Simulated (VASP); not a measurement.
WC:

```
CELL_PARAMETERS angstrom
0.00000 2.19268 2.19268
2.19268 0.00000 2.19268
2.19268 2.19268 0.00000
ATOMIC_POSITIONS crystal
W 0.00000 0.00000 0.00000
C 0.50000 0.50000 0.50000
```

| Item | Value |
| --- | --- |
| Program | VASP 6.6.1 |
| Task | relaxation of cell and atoms |
| Functional | revPBE |
| Dispersion | D3(BJ) |
| Potentials or basis | VASP PAW PBE potentials, release 64 (W_sv, C) |
| Cutoff | 600 eV |
| k mesh | 10 × 10 × 10 |
| Occupations | fermi-dirac, width 0.05 eV |
| Spin | no spin polarisation |

At the start: pressure -11.3 GPa; volume 10.54 Å³/atom.

How do energy, volume and symmetry change on relaxing?

Over 4 steps the energy falls by 11.8 meV/atom and the volume is 10.22 Å³/atom (-3.0 %); space group Fm-3m (No. 225, to 0.05 Å).

Step by step:
```tsv
step	energy change (eV)	largest force (eV/Å)	pressure (GPa)	volume (Å³)
1	0.0000	0.0000	-11.32	21.08
2	0.1398	0.0000	36.32	18.89
3	-0.0235	0.0000	-0.32	20.46
4	-0.0235	0.0000	-0.06	20.44
```

Final structure:
```xyz
2
Lattice="0.0000 2.1702 2.1702 2.1702 0.0000 2.1702 2.1702 2.1702 0.0000" Properties=species:S:1:pos:R:3 pbc="T T T"
W     4.3403    2.1702    2.1702
C     2.1702    2.1702    2.1702
```

Caveat: the PAW data sets were made with another functional, which shifts forces and pressure a little.
